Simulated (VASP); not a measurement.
# Ca (Fm-3m) in VASP: single point with LDA

Aim: the single point of Ca with LDA.

All numbers are computed with VASP 6.6.1; they aren't measurements. Logs are shortened: lines on timing, memory, paths and dates and some standing lists are left out, and cuts for length are marked.

## Step 1: The cell of the first run

Symmetry: Fm-3m, No. 225, cubic system. The conventional cell has a = 5.346 Å, b = 5.346 Å, c = 5.346 Å, α = 90.00°, β = 90.00°, γ = 90.00°. Within 5.0 Å of Ca (site symmetry m-3m) lie 12 Ca at 3.78 Å.

## Step 2: Single point, LDA

Contents of INCAR:

```
SYSTEM = Ca
PREC = Accurate
ENCUT = 520
EDIFF = 1E-7
ISMEAR = -1
SIGMA = 0.13605693000000002
LREAL = .False.
LASPH = .True.
NELM = 100
ALGO = Normal
ISIF = 2
LWAVE = .False.
LCHARG = .False.
NBANDS = 11
```

Contents of KPOINTS:

```
regular mesh
0
Gamma
  11 11 11
  0 0 0
```

Contents of POSCAR:

```
Ca
1.0
    0.0000000000      2.6727716033      2.6727716033
    2.6727716033      0.0000000000      2.6727716033
    2.6727716033      2.6727716033      0.0000000000
Ca
1
Direct
    0.0000000000      0.0000000000      0.0000000000
```

Potentials or basis: VASP PAW LDA potentials, release 64 (Ca_sv).

Launch:

```bash
$ cat potpaw_LDA.64/Ca_sv/POTCAR > POTCAR
$ mpirun -np 1 vasp_std > vasp.out
```

OUTCAR:

```text
SYSTEM = Ca
   PREC = Accurate
   ENCUT = 520
   EDIFF = 1E-7
   ISMEAR = -1
   LREAL = .False.
   LASPH = .True.
   NELM = 100
   ISIF = 2

 ion  position               nearest neighbor table
   1  0.000  0.000  0.000-

  LATTYP: Found a face centered cubic cell.
 ALAT       =     5.3455432066

  Lattice vectors:

 A1 = (   0.0000000000,   2.6727716033,   2.6727716033)
 A2 = (   2.6727716033,   0.0000000000,   2.6727716033)
 A3 = (   2.6727716033,   2.6727716033,   0.0000000000)

Analysis of symmetry for initial positions (statically):
=====================================================================
 Subroutine PRICEL returns:
 Original cell was already a primitive cell.

 Routine SETGRP: Setting up the symmetry group for a
 face centered cubic supercell.

 Subroutine GETGRP returns: Found 48 space group operations
 (whereof 48 operations were pure point group operations)
 out of a pool of 48 trial point group operations.

The static configuration has the point symmetry O_h .

Analysis of symmetry for dynamics (positions and initial velocities):
=====================================================================
 Subroutine PRICEL returns:
 Original cell was already a primitive cell.

 Routine SETGRP: Setting up the symmetry group for a
 face centered cubic supercell.

 Subroutine GETGRP returns: Found 48 space group operations
 (whereof 48 operations were pure point group operations)
 out of a pool of 48 trial point group operations.

The dynamic configuration has the point symmetry O_h .

 Subroutine INISYM returns: Found 48 space group operations
 (whereof 48 operations are pure point group operations),
 and found     1 'primitive' translations

----------------------------------------------------------------------------------------

                                     Primitive cell

  volume of cell :      38.1870

  direct lattice vectors                    reciprocal lattice vectors
     0.000000000  2.672771603  2.672771603    -0.187071727  0.187071727  0.187071727
     2.672771603  0.000000000  2.672771603     0.187071727 -0.187071727  0.187071727
     2.672771603  2.672771603  0.000000000     0.187071727  0.187071727 -0.187071727

  length of vectors
     3.779869851  3.779869851  3.779869851     0.324017736  0.324017736  0.324017736

  position of ions in fractional coordinates (direct lattice)
     0.000000000  0.000000000  0.000000000

  ion indices of the primitive-cell ions
   primitive index   ion index
                 1           1

----------------------------------------------------------------------------------------

 KPOINTS: regular mesh

Automatic generation of k-mesh.
 Grid dimensions read from file:
 generate k-points for:   11   11   11

 Generating k-lattice:

  Cartesian coordinates                     Fractional coordinates (reciprocal lattice)
    -0.017006521  0.017006521  0.017006521     0.090909091  0.000000000  0.000000000
     0.017006521 -0.017006521  0.017006521     0.000000000  0.090909091  0.000000000
     0.017006521  0.017006521 -0.017006521     0.000000000  0.000000000  0.090909091

  Length of vectors
     0.029456158  0.029456158  0.029456158

  Shift w.r.t. Gamma in fractional coordinates (k-lattice)
     0.000000000  0.000000000  0.000000000

 Subroutine IBZKPT returns following result:
 ===========================================

 Found     56 irreducible k-points:

 Following reciprocal coordinates:
            Coordinates               Weight
  0.000000  0.000000  0.000000      1.000000
  0.090909  0.000000  0.000000      8.000000
  0.181818  0.000000  0.000000      8.000000
  0.272727  0.000000  0.000000      8.000000
  0.363636  0.000000  0.000000      8.000000
  0.454545  0.000000  0.000000      8.000000
[... 16 lines left out ...]
 -0.272727  0.181818  0.000000     24.000000
 -0.181818  0.181818  0.000000     12.000000
 [... further k-points ...]
   k-points           NKPTS =     56   k-points in BZ     NKDIM =     56   number of bands    NBANDS=     11
   number of dos      NEDOS =    301   number of ions     NIONS =      1
   total plane-waves  NPLWV =  21952
   dimension x,y,z NGX =    28 NGY =   28 NGZ =   28
   dimension x,y,z NGXF=    56 NGYF=   56 NGZF=   56
   ions per type =               1
   NGX,Y,Z   is equivalent  to a cutoff of  12.31, 12.31, 12.31 a.u.
   NGXF,Y,Z  is equivalent  to a cutoff of  24.63, 24.63, 24.63 a.u.
 SYSTEM =  Ca
   PREC   = accura    normal or accurate (medium, high low for compatibility)
   ISTART =      0    job   : 0-new  1-cont  2-samecut
   ICHARG =      2    charge: 1-file 2-atom 10-const
   ISPIN  =      1    spin polarized calculation?
   LNONCOLLINEAR =      F non collinear calculations
   LSORBIT =      F    spin-orbit coupling
   LASPH  =      T    aspherical Exc in radial PAW
   ENCUT  =  520.0 eV  38.22 Ry    6.18 a.u.   7.03  7.03  7.03*2*pi/ulx,y,z
   NELM   =    100;   NELMIN=  2; NELMDL= -5     # of ELM steps
   EDIFF  = 0.1E-06   stopping-criterion for ELM
   LREAL  =      F    real-space projection
   EDIFFG = 0.1E-05   stopping-criterion for IOM
   NSW    =      0    number of steps for IOM
   IBRION =     -1    ionic relax: 0-MD 1-quasi-New 2-CG
   NFREE  =      0    steps in history (QN), initial steepest desc. (CG)
   ISIF   =      2    stress and relaxation
   ISYM   =      2    0-nonsym 1-usesym 2-fastsym
   POTIM  = 0.5000    time-step for ionic-motion
   TEBEG  =    0.0;   TEEND  =   0.0 temperature during run
   PSTRESS=    0.0 pullay stress
   NELECT =      10.0000    total number of electrons
   NUPDOWN=      -1.0000    fix difference up-down
   EMIN   =  10.00;   EMAX   =-10.00  energy-range for DOS
   EFERMI =   0.00;   METHOD = LEGACY
   ISMEAR =    -1;   SIGMA  =   0.14  broadening in eV -4-tet -1-fermi 0-gaus
   EFERMI_NEDOS =   21; number of points for ismear=-14 and -15
   IALGO  =     38    algorithm
   IMIX   =      4    mixing-type and parameters
     AMIX     =   0.40;   BMIX     =  1.00
     AMIX_MAG =   1.60;   BMIX_MAG =  1.00
  volume/ion in A,a.u.               =      38.19       257.70
  Fermi-wavevector in a.u.,A,eV,Ry     =   1.047377  1.979255 14.925568  1.096998
  Thomas-Fermi vector in A             =   2.182254
   LORBIT       =      0    0 simple, 1 ext, 2 COOP (PROOUT), +10 PAW based schemes
   GGA     = CA    functional components
   LHFCALC =     F    Hartree Fock is set to
   AEXX    =    0.0000 exact exchange contribution
   IVDW    =     0    specifies the selected vdW correction
   LEPSILON=     F    determine dielectric tensor
   LRPA    =     F    only Hartree local field effects (RPA)
 non-spin polarized calculation
  energy-cutoff  :      520.00
  volume of cell :       38.19
 maximum number of plane-waves:      1039
   NGX = 13   NGY = 13   NGZ = 13

 number of electron      10.0000003 magnetization

 Free energy of the ion-electron system (eV)
  ---------------------------------------------------
  ext. energy  EPLUGINS =         0.00000000
  ---------------------------------------------------
  free energy    TOTEN  =        -2.24326460 eV

  energy without entropy =       -2.16977238  energy(sigma->0) =       -2.20651849

 E-fermi :   2.1819     XC(G=0):  -8.2923

 val. band max:        2.1678739619   @ k =  -0.3636   0.3636   0.0909
 cond. band min:       2.1846143084   @ k =  -0.4545   0.1818   0.0000
 fundamental gap:      0.0167403466
 Fermi energy:         2.1818961276

 k-point     1 :       0.0000    0.0000    0.0000
  band No.  band energies     occupation
      1     -39.1328      2.00000
      2     -20.3248      2.00000
      3     -20.3248      2.00000
      4     -20.3248      2.00000
      5      -2.0034      2.00000
      6       4.5404      0.00000
      7       4.5404      0.00000
      8       4.5404      0.00000
      9       5.7426      0.00000
     10       5.7426      0.00000
     11      11.8334      0.00000

 k-point     2 :       0.0909    0.0000    0.0000
  band No.  band energies     occupation
      1     -39.1309      2.00000
      2     -20.3418      2.00000
      3     -20.3271      2.00000
      4     -20.3271      2.00000
      5      -1.8488      2.00000
      6       4.3793      0.00000
      7       4.5998      0.00000
      8       4.5998      0.00000
      9       5.6918      0.00000
     10       5.6918      0.00000
     11      12.0343      0.00000

 k-point     3 :       0.1818    0.0000    0.0000
  band No.  band energies     occupation
      1     -39.1260      2.00000
      2     -20.3867      2.00000
      3     -20.3331      2.00000
      4     -20.3331      2.00000
      5      -1.4002      2.00000
      6       3.9738      0.00000
      7       4.7029      0.00000
      8       4.7029      0.00000
      9       5.6444      0.00000
     10       5.6444      0.00000
     11      11.3497      0.00000

 k-point     4 :       0.2727    0.0000    0.0000
  band No.  band energies     occupation
      1     -39.1195      2.00000
      2     -20.4449      2.00000
      3     -20.3410      2.00000
      4     -20.3410      2.00000
      5      -0.7055      2.00000
      6       3.4548      0.00017
      7       4.6695      0.00000
      8       4.6695      0.00000
      9       5.8262      0.00000
     10       5.8262      0.00000
     11       9.8892      0.00000
[... 239 lines left out ...]
 k-point    22 :      -0.3636    0.1818    0.0000
  band No.  band energies     occupation
      1     -39.1078      2.00000
      2     -20.5019      2.00000
      3     -20.3976      2.00000
      4     -20.3578      2.00000
      5       1.1553      1.99894
      6       2.5882      0.09613
      7       3.8244      0.00001
      8       4.8012      0.00000
      9       6.0980      0.00000
     10       6.8576      0.00000
     11       8.1051      0.00000

 k-point    23 :      -0.2727    0.1818    0.0000
  band No.  band energies     occupation
      1     -39.1118      2.00000
      2     -20.4739      2.00000
      3     -20.3911      2.00000
      4     -20.3482      2.00000
      5       0.3118      2.00000
      6       3.1310      0.00187
      7       3.9495      0.00000
      8       4.9102      0.00000
      9       5.6095      0.00000
     10       6.6784      0.00000
     11       9.1513      0.00000

 k-point    24 :      -0.1818    0.1818    0.0000
  band No.  band energies     occupation
      1     -39.1173      2.00000
      2     -20.4395      2.00000
      3     -20.3728      2.00000
      4     -20.3391      2.00000
      5      -0.4709      2.00000
      6       3.4846      0.00014
      7       4.2902      0.00000
      8       5.1062      0.00000
      9       5.1720      0.00000
     10       6.2985      0.00000
     11      10.3223      0.00000

 [... further k-points ...]

------------------------ aborting loop because EDIFF is reached ----------------------------------------

  FORCE on cell =-STRESS in cart. coord.  units (eV):
  Direction    XX          YY          ZZ          XY          YZ          ZX
  --------------------------------------------------------------------------------------
  -------------------------------------------------------------------------------------
  Total        0.0003058      0.0003058      0.0003058      0.0000000     -0.0000000      0.0000000
  in kB        0.0128281      0.0128281      0.0128281      0.0000000     -0.0000000      0.0000000
  external PRESSURE =       0.0128281 kB  Pullay stress =       0.0000000 kB

 VOLUME and BASIS-vectors are now :
 -----------------------------------------------------------------------------
  energy-cutoff  :      520.00
  volume of cell :       38.19
      direct lattice vectors                 reciprocal lattice vectors
     0.000000000  2.672771603  2.672771603    -0.187071727  0.187071727  0.187071727
     2.672771603  0.000000000  2.672771603     0.187071727 -0.187071727  0.187071727
     2.672771603  2.672771603  0.000000000     0.187071727  0.187071727 -0.187071727

 POSITION                                       TOTAL-FORCE (eV/Angst)
 -----------------------------------------------------------------------------------
      0.00000      0.00000      0.00000        -0.000000      0.000000     -0.000000
 -----------------------------------------------------------------------------------
    total drift:                               -0.000000     -0.000000     -0.000000

  FREE ENERGIE OF THE ION-ELECTRON SYSTEM (eV)
  ---------------------------------------------------
  free  energy   TOTEN  =        -2.2432645974 eV

  energy  without entropy=       -2.1697723810  energy(sigma->0) =       -2.20651849
```

It used 35 s of CPU time on 1 thread of AMD EPYC 7R13 Processor (Zen 3), with other jobs on the host.

What came out:

```
Free energy            : -2.2433 eV
Pressure               : 0.0 GPa
Band gap on the k mesh : zero (band 5 reaches 2.28 eV, above the bottom of band 6 at 2.18 eV)
```
